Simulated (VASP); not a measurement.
# Al3Ni3O in VASP: relaxation of the atoms with PBEsol

Aim: the relaxation of the atoms of Al3Ni3O with PBEsol.

Everything below comes from runs of VASP 6.6.1. Logs are shortened: lines on timing, memory, paths and dates and some standing lists are left out, and cuts for length are marked.

### Step 1. The cell of the first run

The cell holds a slab with vacuum, 7 atoms: a = 2.862 Å, b = 2.862 Å, c = 26.155 Å, α = 90.00°, β = 90.00°, γ = 90.00°.

### Step 2. Relaxation of the atoms, PBEsol

File INCAR:

```
SYSTEM = Al3Ni3O
PREC = Accurate ; ENCUT = 520
EDIFF = 1E-6 ; ISMEAR = 0
SIGMA = 0.1 ; LREAL = .False.
LASPH = .True. ; NELM = 60
ALGO = Fast ; ISIF = 2
LWAVE = .False. ; LCHARG = .False.
LDIPOL = .True. ; IDIPOL = 3
DIPOL = 0.5 0.5 0.488 ; GGA = PS
IBRION = 2 ; NSW = 90
EDIFFG = -0.03 ; KPAR = 4
```

File KPOINTS:

```
regular mesh
0
Gamma
  10 10 1
  0 0 0
```

File POSCAR:

```
Al3Ni3O
1.0
    2.8621655520      0.0000000000      0.0000000000
    0.0000000000      2.8621655520      0.0000000000
    0.0000000000      0.0000000000     26.1554138800
Ni Al O
3 3 1
Selective dynamics
Direct
    0.5000000000      0.5000000000      0.3249805198  F F F
    0.5000000000      0.5000000000      0.4344097021  F F F
    0.5000000000      0.5000000000      0.5461081494  T T T
    0.0000000000      0.0000000000      0.3796951110  F F F
    0.0000000000      0.0000000000      0.4892465302  T T T
    0.0000000000      0.0000000000      0.5974672389  T T T
    0.0000000000      0.5000000000      0.6441115018  T T T
```

Potentials or basis: VASP PAW PBE potentials, release 64 (Ni, Al, O).

On the command line:

```sh
$ cat potpaw_PBE.64/Ni/POTCAR potpaw_PBE.64/Al/POTCAR potpaw_PBE.64/O/POTCAR > POTCAR
$ mpirun -np 4 vasp_std > vasp.out
```

OUTCAR:

```text
SYSTEM = Al3Ni3O
   PREC = Accurate
   ENCUT = 520
   EDIFF = 1E-6
   ISMEAR = 0
   LREAL = .False.
   LASPH = .True.
   NELM = 60
   ISIF = 2
   GGA = PS
   IBRION = 2
   NSW = 90
   EDIFFG = -0.03

 ion  position               nearest neighbor table
   1  0.500  0.500  0.325-   4 2.48   4 2.48   4 2.48   4 2.48   2 2.86
   2  0.500  0.500  0.434-   4 2.48   4 2.48   4 2.48   4 2.48   5 2.48   5 2.48   5 2.48   5 2.48
                             1 2.86   3 2.92
   3  0.500  0.500  0.546-   6 2.43   6 2.43   6 2.43   6 2.43   5 2.51   5 2.51   5 2.51   5 2.51
                             2 2.92
   4  0.000  0.000  0.380-   2 2.48   2 2.48   2 2.48   2 2.48   1 2.48   1 2.48   1 2.48   1 2.48
                             5 2.87
   5  0.000  0.000  0.489-   2 2.48   2 2.48   2 2.48   2 2.48   3 2.51   3 2.51   3 2.51   3 2.51
                             6 2.83   4 2.87
   6  0.000  0.000  0.597-   7 1.88   7 1.88   3 2.43   3 2.43   3 2.43   3 2.43   5 2.83
   7  0.000  0.500  0.644-   6 1.88   6 1.88

  LATTYP: Found a simple tetragonal cell.
 ALAT       =     2.8621655520
 C/A-ratio  =     9.1383301926

  Lattice vectors:

 A1 = (   2.8621655520,   0.0000000000,   0.0000000000)
 A2 = (   0.0000000000,   2.8621655520,   0.0000000000)
 A3 = (   0.0000000000,   0.0000000000,  26.1554138800)

Analysis of symmetry for initial positions (statically):
=====================================================================
 Subroutine PRICEL returns:
 Original cell was already a primitive cell.

 Routine SETGRP: Setting up the symmetry group for a
 simple tetragonal supercell.

 Subroutine GETGRP returns: Found  4 space group operations
 (whereof  4 operations were pure point group operations)
 out of a pool of 16 trial point group operations.

The static configuration has the point symmetry C_2v.

Analysis of symmetry for dynamics (positions and initial velocities):
=====================================================================
 Subroutine PRICEL returns:
 Original cell was already a primitive cell.

 Routine SETGRP: Setting up the symmetry group for a
 simple tetragonal supercell.

 Subroutine GETGRP returns: Found  4 space group operations
 (whereof  4 operations were pure point group operations)
 out of a pool of 16 trial point group operations.

The dynamic configuration has the point symmetry C_2v.

Analysis of constrained symmetry for selective dynamics:
=====================================================================
 Subroutine PRICEL returns:
 Original cell was already a primitive cell.

 Routine SETGRP: Setting up the symmetry group for a
 simple tetragonal supercell.

 Subroutine GETGRP returns: Found  4 space group operations
 (whereof  4 operations were pure point group operations)
 out of a pool of 16 trial point group operations.

The constrained configuration has the point symmetry C_2v.

 Subroutine INISYM returns: Found  4 space group operations
 (whereof  4 operations are pure point group operations),
 and found     1 'primitive' translations

----------------------------------------------------------------------------------------

                                     Primitive cell

  volume of cell :     214.2649

  direct lattice vectors                    reciprocal lattice vectors
     2.862165552  0.000000000  0.000000000     0.349385800  0.000000000  0.000000000
     0.000000000  2.862165552  0.000000000     0.000000000  0.349385800  0.000000000
     0.000000000  0.000000000 26.155413880     0.000000000  0.000000000  0.038233002

  length of vectors
     2.862165552  2.862165552 26.155413880     0.349385800  0.349385800  0.038233002

  position of ions in fractional coordinates (direct lattice)
     0.500000000  0.500000000  0.324980520
     0.500000000  0.500000000  0.434409702
     0.500000000  0.500000000  0.546108149
     0.000000000  0.000000000  0.379695111
     0.000000000  0.000000000  0.489246530
     0.000000000  0.000000000  0.597467239
     0.000000000  0.500000000  0.644111502

  ion indices of the primitive-cell ions
   primitive index   ion index
                 1           1
                 2           2
                 3           3
                 4           4
                 5           5
                 6           6
                 7           7

----------------------------------------------------------------------------------------

 KPOINTS: regular mesh

Automatic generation of k-mesh.
 Grid dimensions read from file:
 generate k-points for:   10   10    1

 Generating k-lattice:

  Cartesian coordinates                     Fractional coordinates (reciprocal lattice)
     0.034938580  0.000000000  0.000000000     0.100000000  0.000000000  0.000000000
     0.000000000  0.034938580  0.000000000     0.000000000  0.100000000  0.000000000
     0.000000000  0.000000000  0.038233002     0.000000000  0.000000000  1.000000000

  Length of vectors
     0.034938580  0.034938580  0.038233002

  Shift w.r.t. Gamma in fractional coordinates (k-lattice)
     0.000000000  0.000000000  0.000000000

 Subroutine IBZKPT returns following result:
 ===========================================

 Found     36 irreducible k-points:

 Following reciprocal coordinates:
            Coordinates               Weight
  0.000000  0.000000  0.000000      1.000000
  0.100000  0.000000  0.000000      2.000000
  0.000000  0.100000  0.000000      2.000000
  0.200000  0.000000  0.000000      2.000000
  0.000000  0.200000  0.000000      2.000000
  0.300000  0.000000  0.000000      2.000000
[... 16 lines left out ...]
 -0.200000  0.300000  0.000000      4.000000
  0.400000  0.200000  0.000000      4.000000
 [... further k-points ...]
   k-points           NKPTS =     36   k-points in BZ     NKDIM =     36   number of bands    NBANDS=     27
   number of dos      NEDOS =    301   number of ions     NIONS =      7
   total plane-waves  NPLWV = 112896
   dimension x,y,z NGX =    24 NGY =   24 NGZ =  196
   dimension x,y,z NGXF=    48 NGYF=   48 NGZF=  392
   ions per type =               3   3   1
   NGX,Y,Z   is equivalent  to a cutoff of  13.94, 13.94, 12.46 a.u.
   NGXF,Y,Z  is equivalent  to a cutoff of  27.88, 27.88, 24.92 a.u.
 SYSTEM =  Al3Ni3O
   PREC   = accura    normal or accurate (medium, high low for compatibility)
   ISTART =      0    job   : 0-new  1-cont  2-samecut
   ICHARG =      2    charge: 1-file 2-atom 10-const
   ISPIN  =      1    spin polarized calculation?
   LNONCOLLINEAR =      F non collinear calculations
   LSORBIT =      F    spin-orbit coupling
   LASPH  =      T    aspherical Exc in radial PAW
   ENCUT  =  520.0 eV  38.22 Ry    6.18 a.u.   5.32  5.32 48.63*2*pi/ulx,y,z
   NELM   =     60;   NELMIN=  2; NELMDL= -5     # of ELM steps
   EDIFF  = 0.1E-05   stopping-criterion for ELM
   LREAL  =      F    real-space projection
   EDIFFG = -.3E-01   stopping-criterion for IOM
   NSW    =     90    number of steps for IOM
   IBRION =      2    ionic relax: 0-MD 1-quasi-New 2-CG
   NFREE  =      1    steps in history (QN), initial steepest desc. (CG)
   ISIF   =      2    stress and relaxation
   ISYM   =      2    0-nonsym 1-usesym 2-fastsym
   POTIM  = 0.5000    time-step for ionic-motion
   TEBEG  =    0.0;   TEEND  =   0.0 temperature during run
   PSTRESS=    0.0 pullay stress
   NELECT =      45.0000    total number of electrons
   NUPDOWN=      -1.0000    fix difference up-down
   EMIN   =  10.00;   EMAX   =-10.00  energy-range for DOS
   EFERMI =   0.00;   METHOD = LEGACY
   ISMEAR =     0;   SIGMA  =   0.10  broadening in eV -4-tet -1-fermi 0-gaus
   EFERMI_NEDOS =   21; number of points for ismear=-14 and -15
   IALGO  =     68    algorithm
   IMIX   =      4    mixing-type and parameters
     AMIX     =   0.40;   BMIX     =  1.00
     AMIX_MAG =   1.60;   BMIX_MAG =  1.00
  volume/ion in A,a.u.               =      30.61       206.56
  Fermi-wavevector in a.u.,A,eV,Ry     =   0.973110  1.838911 12.883945  0.946943
  Thomas-Fermi vector in A             =   2.103463
   LORBIT       =      0    0 simple, 1 ext, 2 COOP (PROOUT), +10 PAW based schemes
   GGA     = PS    functional components
   LHFCALC =     F    Hartree Fock is set to
   AEXX    =    0.0000 exact exchange contribution
   IVDW    =     0    specifies the selected vdW correction
   LEPSILON=     F    determine dielectric tensor
   LRPA    =     F    only Hartree local field effects (RPA)
 conjugate gradient relaxation of ions
 non-spin polarized calculation
 RMM-DIIS sequential band-by-band and
 Gauss-broadening in eV      SIGMA  =   0.10
  energy-cutoff  :      520.00
  volume of cell :      214.26
 maximum number of plane-waves:      5817
 NGX is ok and might be reduce to    24
   NGX = 11   NGY = 11   NGZ = 97

 dipolmoment           0.000000      0.000000     -0.060182 electrons x Angstroem

--------------------------------------- Ionic step        1  -------------------------------------------

 number of electron      45.0000019 magnetization

 Free energy of the ion-electron system (eV)
  ---------------------------------------------------
  ext. energy  EPLUGINS =         0.00000000
  ---------------------------------------------------
  free energy    TOTEN  =       -39.88074966 eV

  energy without entropy =      -39.85919217  energy(sigma->0) =      -39.86997092

------------------------ aborting loop because EDIFF is reached ----------------------------------------

  FORCE on cell =-STRESS in cart. coord.  units (eV):
  Direction    XX          YY          ZZ          XY          YZ          ZX
  --------------------------------------------------------------------------------------
  -------------------------------------------------------------------------------------
  Total       -0.1783975     -4.6648258     -4.0145705      0.0000000      0.0000000      0.0000000
  in kB       -1.3339770    -34.8814811    -30.0191629      0.0000000      0.0000000      0.0000000
  external PRESSURE =     -22.0782070 kB  Pullay stress =       0.0000000 kB
[... 104 lines left out ...]
  FREE ENERGIE OF THE ION-ELECTRON SYSTEM (eV)
  ---------------------------------------------------
  free  energy   TOTEN  =       -40.6908506623 eV

  energy  without entropy=      -40.6724817788  energy(sigma->0) =      -40.68166622

[... ionic steps 4 to 7 ...]

--------------------------------------- Ionic step        8  -------------------------------------------

 number of electron      45.0000028 magnetization

------------------------ aborting loop because EDIFF is reached ----------------------------------------

  FORCE on cell =-STRESS in cart. coord.  units (eV):
  Direction    XX          YY          ZZ          XY          YZ          ZX
  --------------------------------------------------------------------------------------
  -------------------------------------------------------------------------------------
  Total       -0.3631133     -1.0542118     -0.5225709      0.0000000      0.0000000      0.0000000
  in kB       -2.7151987     -7.8829241     -3.9075515      0.0000000      0.0000000      0.0000000
  external PRESSURE =      -4.8352247 kB  Pullay stress =       0.0000000 kB
[... 67 lines left out ...]
  energy  without entropy=      -40.7003268763  energy(sigma->0) =      -40.70949222

--------------------------------------- Ionic step       10  -------------------------------------------

 number of electron      45.0000024 magnetization

 dipolmoment           0.000000      0.000000      0.124836 electrons x Angstroem

 Free energy of the ion-electron system (eV)
  ---------------------------------------------------
  ext. energy  EPLUGINS =         0.00000000
  ---------------------------------------------------
  free energy    TOTEN  =       -40.71879118 eV

  energy without entropy =      -40.70047008  energy(sigma->0) =      -40.70963063

 E-fermi :  -0.5585     XC(G=0):  -5.1229

 val. band max:       -0.5694288853   @ k =   0.5000   0.3000   0.0000
 cond. band min:      -0.5329597117   @ k =   0.4000   0.3000   0.0000
 fundamental gap:      0.0364691736
 Fermi energy:        -0.5584565136

 k-point     1 :       0.0000    0.0000    0.0000
  band No.  band energies     occupation
      1     -19.0019      2.00000
      2     -11.1830      2.00000
      3      -9.5546      2.00000
      4      -7.4210      2.00000
      5      -5.3606      2.00000
      6      -3.9328      2.00000
[... 709 lines left out ...]
     26       2.3793      0.00000
     27       3.8124      0.00000

 [... further k-points ...]

------------------------ aborting loop because EDIFF is reached ----------------------------------------

 vacuum level on the upper side and lower side of the slab       (xc-potential included)         1.153        -1.519

  FORCE on cell =-STRESS in cart. coord.  units (eV):
  Direction    XX          YY          ZZ          XY          YZ          ZX
  --------------------------------------------------------------------------------------
  -------------------------------------------------------------------------------------
  Total       -0.4038914     -1.3133313     -0.6488154      0.0000000      0.0000000      0.0000000
  in kB       -3.0201191     -9.8205044     -4.8515513      0.0000000      0.0000000      0.0000000
  external PRESSURE =      -5.8973916 kB  Pullay stress =       0.0000000 kB

 VOLUME and BASIS-vectors are now :
 -----------------------------------------------------------------------------
  energy-cutoff  :      520.00
  volume of cell :      214.26
      direct lattice vectors                 reciprocal lattice vectors
     2.862165552  0.000000000  0.000000000     0.349385800  0.000000000  0.000000000
     0.000000000  2.862165552  0.000000000     0.000000000  0.349385800  0.000000000
     0.000000000  0.000000000 26.155413880     0.000000000  0.000000000  0.038233002
[... 13 lines left out ...]
  FREE ENERGIE OF THE ION-ELECTRON SYSTEM (eV)
  ---------------------------------------------------
  free  energy   TOTEN  =       -40.7187911753 eV

  energy  without entropy=      -40.7004700759  energy(sigma->0) =      -40.70963063

 reached required accuracy - stopping structural energy minimisation

 vacuum level on the upper side and lower side of the slab         6.778         4.037
```

Wall time 17 min (4 MPI ranks of Oxide Virtual Turin-like, shared host); peak memory 0.45 GiB.

What came out:

```yaml
Free_energy: -40.7188 eV
Energy_gained_by_relaxing: 119.7 meV/atom
Ionic_steps: 10
Band_gap_on_the_k_mesh: zero (an odd number of electrons rules out a gap without spin polarisation)
```

The path:
```
step  energy change (eV)  largest force on free atoms (eV/Å)  pressure (GPa)
   1              0.0000                              4.7863           -2.21
   2             -0.7389                              1.8221            0.45
   3             -0.8101                              0.6006           -0.40
   4             -0.8101                              0.6119           -0.48
   5             -0.8279                              0.3531           -0.54
   6             -0.8349                              0.1834           -0.58
   7             -0.8366                              0.1457           -0.48
   8             -0.8366                              0.1310           -0.48
   9             -0.8379                              0.0483           -0.55
  10             -0.8380                              0.0200           -0.59
```

Final structure:
```
Ni Al O
1.0
     2.86217    0.00000    0.00000
     0.00000    2.86217    0.00000
     0.00000    0.00000   26.15541
Ni Al O
3 3 1
Direct
  0.50000 0.50000 0.32498
  0.50000 0.50000 0.43441
  0.50000 0.50000 0.54149
  0.00000 0.00000 0.37970
  0.00000 0.00000 0.48948
  0.00000 0.00000 0.60531
  0.00000 0.50000 0.64006
```

Levels at points of the mesh, in eV from the Fermi level:
```tsv
k point	band 21	band 22	band 23	band 24	band 25	band 26
(0.00, 0.00, 0.00)	-0.89	-0.66	-0.56	0.89	3.05	4.76
(0.50, 0.00, 0.00)	-0.79	-0.75	-0.64	-0.21	0.31	2.31
(0.00, 0.50, 0.00)	-0.79	-0.75	-0.59	-0.20	1.19	2.52
(0.50, 0.50, 0.00)	-0.19	0.28	1.07	1.72	2.13	2.44
```

Caveat: the PAW data sets were made with another functional, which shifts forces and pressure a little; the run has no spin polarisation, though such a crystal can be magnetic.

The gap in the log of VASP goes by the Fermi energy; the results here count the filled bands.